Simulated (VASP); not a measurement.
**Si2C3: single point with PBE**

Si2C3:

```
Si C
1.0
     1.52501    0.88047    6.38938
    -1.52501    0.88047    6.38938
     0.00000   -1.76094    6.38938
Si C
2 3
Direct
  0.40888 0.40888 0.40888
  0.59112 0.59112 0.59112
  0.00000 0.00000 0.00000
  0.22705 0.22705 0.22705
  0.77295 0.77295 0.77295
```

The cell was generated, and may not be a known phase.

```
Program             : VASP 6.6.1
Task                : single point
Functional          : PBE
Potentials or basis : VASP PAW PBE potentials, release 64 (Si, C)
Cutoff              : 520 eV
k mesh              : 6 × 6 × 6
Occupations         : gaussian, width 0.1 eV
Spin                : no spin polarisation
```

```yaml
Pressure: -0.3 GPa
Largest_force: 0.018 eV/Å
Band_gap_on_the_k_mesh: zero (bands 10 and 11 overlap by 1.07 eV)
```

Forces on the atoms (eV/Å):
```
Si   0.000  0.000  0.018
Si   0.000  0.000 -0.018
C    0.000  0.000  0.000
C    0.000  0.000  0.010
C    0.000  0.000 -0.010
```

Levels at points of the mesh, in eV from the Fermi level:
| k point | band 7 | band 8 | band 9 | band 10 | band 11 | band 12 | band 13 | band 14 |
| --- | --- | --- | --- | --- | --- | --- | --- | --- |
| (0.00, 0.00, 0.00) | -1.14 | -1.04 | -1.04 | 0.35 | 0.35 | 2.78 | 6.04 | 6.68 |
| (0.50, 0.00, 0.00) | -3.41 | -2.93 | -1.49 | -1.28 | 0.44 | 1.44 | 1.60 | 5.34 |
| (0.50, 0.50, 0.00) | -3.70 | -2.43 | -1.89 | -1.02 | 0.11 | 0.48 | 1.90 | 4.89 |
| (0.50, 0.50, 0.50) | -1.02 | -1.02 | 0.37 | 0.37 | 0.82 | 0.95 | 6.34 | 6.81 |

It took 100 s on 1 thread of Intel Xeon 8259CL, on a shared host, peak memory 0.33 GiB.

Caveat: the k points lie up to 0.40 Å⁻¹ apart, too coarse for converged energies and pressures of a metal.
